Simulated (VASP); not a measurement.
# Ru (P6_3/mmc) in VASP: single point with PBE

Aim: the single point of Ru with PBE.

Program: VASP 6.6.1. These are calculated values, not measurements. Logs are shortened: lines on timing, memory, paths and dates and some standing lists are left out, and cuts for length are marked.

## Step 1: The cell of the first run

Symmetry: P6_3/mmc, No. 194, hexagonal system. The conventional cell has a = 2.723 Å, b = 2.723 Å, c = 4.302 Å, α = 90.00°, β = 90.00°, γ = 120.00°. Within 3.5 Å of Ru (site symmetry -6m2) lie 12 Ru at 2.66 to 2.72 Å.

## Step 2: Single point, PBE, non-collinear spin, zero start, spin-orbit coupling (13.81 Å³/atom)

Contents of INCAR:

```
ALGO = Fast
EDIFF = 1E-7
ENCUT = 520
GGA = PE
GGA_COMPAT = F
ISIF = 2
ISMEAR = 0
LASPH = T
LCHARG = F
LMAXMIX = 4
LNONCOLLINEAR = T
LORBIT = 11
LORBMOM = T
LREAL = F
LSORBIT = T
LWAVE = F
MAGMOM = 0 0 0 0 0 0
NBANDS = 40
NELM = 150
PREC = Accurate
SIGMA = 0.05
```

Contents of KPOINTS:

```
k-points
0
Gamma
  18 18 10
```

Contents of POSCAR:

```
Ru
1.0
    2.7230145304      0.0000000000      0.0000000000
   -1.3615072652      2.3581997582      0.0000000000
    0.0000000000      0.0000000000      4.3017789709
Ru
2
Direct
    0.3333333333      0.6666666667      0.7500000000
    0.6666666667      0.3333333333      0.2500000000
```

Potentials or basis: VASP PAW PBE potentials, release 64 (Ru_pv).

On the command line:

```console
cat potpaw_PBE.64/Ru_pv/POTCAR > POTCAR
mpirun -np 1 vasp_ncl > vasp.out
```

OUTCAR:

```text
EDIFF = 1E-7
   ENCUT = 520
   GGA = PE
   ISIF = 2
   ISMEAR = 0
   LASPH = T
   LNONCOLLINEAR = T
   LORBIT = 11
   LREAL = F
   LSORBIT = T
   NELM = 150
   PREC = Accurate

 ion  position               nearest neighbor table
   1  0.333  0.667  0.750-   2 2.66   2 2.66   2 2.66   2 2.66   2 2.66   2 2.66
   2  0.667  0.333  0.250-   1 2.66   1 2.66   1 2.66   1 2.66   1 2.66   1 2.66

  LATTYP: Found a hexagonal cell.
 ALAT       =     2.7230145304
 C/A-ratio  =     1.5797855365

  Lattice vectors:

 A1 = (   2.7230145304,   0.0000000000,   0.0000000000)
 A2 = (  -1.3615072652,   2.3581997582,   0.0000000000)
 A3 = (   0.0000000000,   0.0000000000,   4.3017789709)

Analysis of symmetry for initial positions (statically):
=====================================================================
 Subroutine PRICEL returns:
 Original cell was already a primitive cell.

 Routine SETGRP: Setting up the symmetry group for a
 hexagonal supercell.

 Subroutine GETGRP returns: Found 24 space group operations
 (whereof 12 operations were pure point group operations)
 out of a pool of 24 trial point group operations.

The static configuration has the point symmetry D_3d.
 The point group associated with its full space group is D_6h.

Analysis of symmetry for dynamics (positions and initial velocities):
=====================================================================
 Subroutine PRICEL returns:
 Original cell was already a primitive cell.

 Routine SETGRP: Setting up the symmetry group for a
 hexagonal supercell.

 Subroutine GETGRP returns: Found 24 space group operations
 (whereof 12 operations were pure point group operations)
 out of a pool of 24 trial point group operations.

The dynamic configuration has the point symmetry D_3d.
 The point group associated with its full space group is D_6h.

Analysis of structural, dynamic, and magnetic symmetry:
=====================================================================
 Subroutine PRICEL returns:
 Original cell was already a primitive cell.

 Routine SETGRP: Setting up the symmetry group for a
 hexagonal supercell.

 Subroutine GETGRP returns: Found 24 space group operations
 (whereof 12 operations were pure point group operations)
 out of a pool of 24 trial point group operations.

The overall configuration has the point symmetry D_3d.
 The point group associated with its full space group is D_6h.

 Subroutine INISYM returns: Found 24 space group operations
 (whereof 12 operations are pure point group operations),
 and found     1 'primitive' translations

----------------------------------------------------------------------------------------

                                     Primitive cell

  volume of cell :      27.6235

  direct lattice vectors                    reciprocal lattice vectors
     2.723014530  0.000000000  0.000000000     0.367240053  0.212026143  0.000000000
    -1.361507265  2.358199758  0.000000000     0.000000000  0.424052287  0.000000000
     0.000000000  0.000000000  4.301778971     0.000000000  0.000000000  0.232461967

  length of vectors
     2.723014530  2.723014530  4.301778971     0.424052287  0.424052287  0.232461967

  position of ions in fractional coordinates (direct lattice)
     0.333333333  0.666666667  0.750000000
     0.666666667  0.333333333  0.250000000

  ion indices of the primitive-cell ions
   primitive index   ion index
                 1           1
                 2           2

----------------------------------------------------------------------------------------

 KPOINTS: k-points

Automatic generation of k-mesh.
 Grid dimensions read from file:
 generate k-points for:   18   18   10

 Generating k-lattice:

  Cartesian coordinates                     Fractional coordinates (reciprocal lattice)
     0.020402225  0.011779230  0.000000000     0.055555556 -0.000000000  0.000000000
     0.000000000  0.023558460  0.000000000     0.000000000  0.055555556  0.000000000
     0.000000000  0.000000000  0.023246197     0.000000000  0.000000000  0.100000000

  Length of vectors
     0.023558460  0.023558460  0.023246197

  Shift w.r.t. Gamma in fractional coordinates (k-lattice)
     0.000000000  0.000000000  0.000000000

 Subroutine IBZKPT returns following result:
 ===========================================

 Found    222 irreducible k-points:

 Following reciprocal coordinates:
            Coordinates               Weight
  0.000000  0.000000  0.000000      1.000000
  0.055556  0.000000  0.000000      6.000000
  0.111111  0.000000  0.000000      6.000000
  0.166667  0.000000  0.000000      6.000000
  0.222222  0.000000  0.000000      6.000000
  0.277778  0.000000  0.000000      6.000000
[... 16 lines left out ...]
  0.333333  0.111111  0.000000     12.000000
  0.388889  0.111111  0.000000     12.000000
 [... further k-points ...]
[... 31 lines left out ...]
   EMIN   =  10.00;   EMAX   =-10.00  energy-range for DOS
   EFERMI =   0.00;   METHOD = LEGACY
   ISMEAR =     0;   SIGMA  =   0.05  broadening in eV -4-tet -1-fermi 0-gaus
   EFERMI_NEDOS =   21; number of points for ismear=-14 and -15
   IALGO  =     68    algorithm
   IMIX   =      4    mixing-type and parameters
     AMIX     =   0.40;   BMIX     =  1.00
     AMIX_MAG =   1.60;   BMIX_MAG =  1.00
  volume/ion in A,a.u.               =      13.81        93.21
  Fermi-wavevector in a.u.,A,eV,Ry     =   1.644503  3.107660 36.795454  2.704390
  Thomas-Fermi vector in A             =   2.734458
   LORBIT       =     11    0 simple, 1 ext, 2 COOP (PROOUT), +10 PAW based schemes
   GGA     = PE    functional components
   LHFCALC =     F    Hartree Fock is set to
   AEXX    =    0.0000 exact exchange contribution
   IVDW    =     0    specifies the selected vdW correction
   LEPSILON=     F    determine dielectric tensor
   LRPA    =     F    only Hartree local field effects (RPA)
 RMM-DIIS sequential band-by-band and
 Gauss-broadening in eV      SIGMA  =   0.05
  energy-cutoff  :      520.00
  volume of cell :       27.62
 maximum number of plane-waves:      1528
   NGX = 11   NGY = 11   NGZ = 15

 number of electron      28.0000014 magnetization      -0.0000000      0.0000000     -0.0000000

 number of electron      28.0000014 magnetization      -0.0000000     -0.0000000     -0.0000000

 number of electron      28.0000014 magnetization      -0.0000000      0.0000000      0.0000000

 number of electron      28.0000014 magnetization       0.0000000      0.0000000      0.0000000

 Free energy of the ion-electron system (eV)
  ---------------------------------------------------
  ext. energy  EPLUGINS =         0.00000000
  ---------------------------------------------------
  free energy    TOTEN  =       -18.73238654 eV

  energy without entropy =      -18.72958412  energy(sigma->0) =      -18.73098533

 E-fermi :  12.5247     XC(G=0): -14.0127

 val. band max:       12.5244235562   @ k =   0.1667   0.1111   0.3000
 cond. band min:      12.5249943799   @ k =   0.4444   0.1111   0.5000
 fundamental gap:      0.0005708236
 Fermi energy:        12.5246880520

 k-point     1 :       0.0000    0.0000    0.0000
  band No.  band energies     occupation
      1     -32.7205      1.00000
      2     -32.7205      1.00000
      3     -32.2655      1.00000
      4     -32.2655      1.00000
      5     -29.6593      1.00000
      6     -29.6593      1.00000
[... 1021 lines left out ...]
     39      24.3508      0.00000
     40      24.3515      0.00000

 [... further k-points ...]

------------------------ aborting loop because EDIFF is reached ----------------------------------------

  FORCE on cell =-STRESS in cart. coord.  units (eV):
  Direction    XX          YY          ZZ          XY          YZ          ZX
  --------------------------------------------------------------------------------------
  -------------------------------------------------------------------------------------
  Total       -0.1635405     -0.1635405     -0.1554111      0.0000000      0.0000000     -0.0000000
  in kB       -9.4854370     -9.4854370     -9.0139262      0.0000000      0.0000000     -0.0000000
  external PRESSURE =      -9.3282667 kB  Pullay stress =       0.0000000 kB

 VOLUME and BASIS-vectors are now :
 -----------------------------------------------------------------------------
  energy-cutoff  :      520.00
  volume of cell :       27.62
      direct lattice vectors                 reciprocal lattice vectors
     2.723014530  0.000000000  0.000000000     0.367240053  0.212026143  0.000000000
    -1.361507265  2.358199758  0.000000000     0.000000000  0.424052287  0.000000000
     0.000000000  0.000000000  4.301778971     0.000000000  0.000000000  0.232461967

 POSITION                                       TOTAL-FORCE (eV/Angst)
 -----------------------------------------------------------------------------------
     -0.00000      1.57213      3.22633         0.000000      0.000000     -0.000000
      1.36151      0.78607      1.07544        -0.000000     -0.000000      0.000000
 -----------------------------------------------------------------------------------
    total drift:                               -0.000000     -0.000000     -0.000000

  FREE ENERGIE OF THE ION-ELECTRON SYSTEM (eV)
  ---------------------------------------------------
  free  energy   TOTEN  =       -18.7323865391 eV

  energy  without entropy=      -18.7295841205  energy(sigma->0) =      -18.73098533

 orbital moment (x)

 # of ion     p       d       tot
 ----------------------------------------
  1        -0.000   0.000   0.000
  2        -0.000   0.000   0.000
 ----------------------------------------
           -0.000   0.000   0.000

 orbital moment (y)

 # of ion     p       d       tot
 ----------------------------------------
  1         0.000  -0.000  -0.000
  2        -0.000   0.000   0.000
 ----------------------------------------
            0.000  -0.000  -0.000

 orbital moment (z)

 # of ion     p       d       tot
 ----------------------------------------
  1         0.000   0.000   0.000
  2         0.000   0.000   0.000
 ----------------------------------------
            0.000   0.000   0.000

 Spin-Orbit-Coupling matrix elements

 Ion:    1  E_soc:     -0.2637218
 l=   1
     0.0000000    -0.0362569    -0.0362787
    -0.0362569     0.0000000    -0.0362569
    -0.0362787    -0.0362569     0.0000000
 l=   2
     0.0000000    -0.0015912     0.0000000    -0.0015912    -0.0062917
    -0.0015912     0.0000000    -0.0044343    -0.0015432    -0.0015912
     0.0000000    -0.0044343     0.0000000    -0.0044343     0.0000000
    -0.0015912    -0.0015432    -0.0044343     0.0000000    -0.0015912
    -0.0062917    -0.0015912     0.0000000    -0.0015912     0.0000000
 l=   3
     0.0000000     0.0000000     0.0000000     0.0000000     0.0000000     0.0000000     0.0000000
     0.0000000     0.0000000     0.0000000     0.0000000     0.0000000     0.0000000     0.0000000
     0.0000000     0.0000000     0.0000000     0.0000000     0.0000000     0.0000000     0.0000000
     0.0000000     0.0000000     0.0000000     0.0000000     0.0000000     0.0000000     0.0000000
     0.0000000     0.0000000     0.0000000     0.0000000     0.0000000     0.0000000     0.0000000
     0.0000000     0.0000000     0.0000000     0.0000000     0.0000000     0.0000000     0.0000000
     0.0000000     0.0000000     0.0000000     0.0000000     0.0000000     0.0000000     0.0000000

 Ion:    2  E_soc:     -0.2637218
 l=   1
     0.0000000    -0.0362569    -0.0362787
    -0.0362569     0.0000000    -0.0362569
    -0.0362787    -0.0362569     0.0000000
 l=   2
     0.0000000    -0.0015912     0.0000000    -0.0015912    -0.0062917
    -0.0015912     0.0000000    -0.0044343    -0.0015432    -0.0015912
     0.0000000    -0.0044343     0.0000000    -0.0044343     0.0000000
    -0.0015912    -0.0015432    -0.0044343     0.0000000    -0.0015912
    -0.0062917    -0.0015912     0.0000000    -0.0015912     0.0000000
 l=   3
     0.0000000     0.0000000     0.0000000     0.0000000     0.0000000     0.0000000     0.0000000
     0.0000000     0.0000000     0.0000000     0.0000000     0.0000000     0.0000000     0.0000000
     0.0000000     0.0000000     0.0000000     0.0000000     0.0000000     0.0000000     0.0000000
     0.0000000     0.0000000     0.0000000     0.0000000     0.0000000     0.0000000     0.0000000
     0.0000000     0.0000000     0.0000000     0.0000000     0.0000000     0.0000000     0.0000000
     0.0000000     0.0000000     0.0000000     0.0000000     0.0000000     0.0000000     0.0000000
     0.0000000     0.0000000     0.0000000     0.0000000     0.0000000     0.0000000     0.0000000

 total charge

# of ion       s       p       d       tot
------------------------------------------
    1        0.399   6.304   5.936  12.638
    2        0.399   6.304   5.936  12.638
--------------------------------------------------
tot          0.798  12.607  11.871  25.276

 magnetization (x)

# of ion       s       p       d       tot
------------------------------------------
    1        0.000  -0.000   0.000   0.000
    2       -0.000  -0.000   0.000  -0.000
--------------------------------------------------
tot          0.000  -0.000   0.000   0.000

 magnetization (y)

# of ion       s       p       d       tot
------------------------------------------
    1       -0.000   0.000   0.000  -0.000
    2       -0.000   0.000   0.000  -0.000
--------------------------------------------------
tot         -0.000   0.000   0.000  -0.000

 magnetization (z)

# of ion       s       p       d       tot
------------------------------------------
    1        0.000   0.000   0.000   0.000
    2        0.000   0.000   0.000   0.000
--------------------------------------------------
tot          0.000   0.000   0.000   0.000
```

It took 12 min on 1 thread of Oxide Virtual Turin-like, shared host; peak memory 0.39 GiB.

Results:

| Property | Result |
| --- | --- |
| Free energy | -18.7324 eV |
| Pressure | -0.9 GPa |
| Net moment | 0.00 μB per cell |
| Valence electrons inside the program's atomic spheres | Ru 12.64 |

Moments on the atoms (μB; x, y, z):
```
Ru  0.00 0.00 0.00
Ru  0.00 0.00 0.00
```
